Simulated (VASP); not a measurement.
Here is a VASP 6.6.1 calculation.

INCAR

```
PREC     = Accurate       # precision mode
ENCUT    = 520            # plane-wave cutoff, eV
EDIFF    = 1E-6           # SCF threshold, eV
ISMEAR   = 0              # smearing method
SIGMA    = 0.15           # smearing width, eV
LREAL    = F              # projectors in reciprocal space
LASPH    = T              # aspherical terms in the spheres
NELM     = 80             # most SCF steps
ALGO     = Fast           # electronic algorithm
ISIF     = 2              # what is computed and relaxed
LWAVE    = F              # write WAVECAR
LCHARG   = F              # write CHGCAR
GGA      = PS             # functional
NBANDS   = 17             # bands
```

The input KPOINTS:

```
Automatic mesh
0
Gamma
  20 20 20
```

The input POSCAR:

```
Al2Ru
1.0
   -1.4179163244      1.4179163244      3.8259392556
    1.4179163244     -1.4179163244      3.8259392556
    1.4179163244      1.4179163244     -3.8259392556
Al Ru
2 1
Direct
    0.6590805104      0.6590805104      0.0000000000
    0.3409194896      0.3409194896      0.0000000000
    0.0000000000      0.0000000000      0.0000000000
```

Potentials or basis: VASP PAW PBE potentials, release 64 (Al, Ru_pv).

Run with:

```bash
$ cat potpaw_PBE.64/Al/POTCAR potpaw_PBE.64/Ru_pv/POTCAR > POTCAR
$ mpirun -np 1 vasp_std > vasp.out
```

(1) Predict the band gap on the k mesh.

(2) What does it give for the largest force?

(3) Estimate the pressure.

Answers

(1) zero (bands 10 and 11 overlap by 0.33 eV).

(2) 1.430 eV/Å.

(3) 97.9 GPa.

Caveat: the cell stands under pressure; the PAW data sets were made with another functional, which shifts forces and pressure a little.
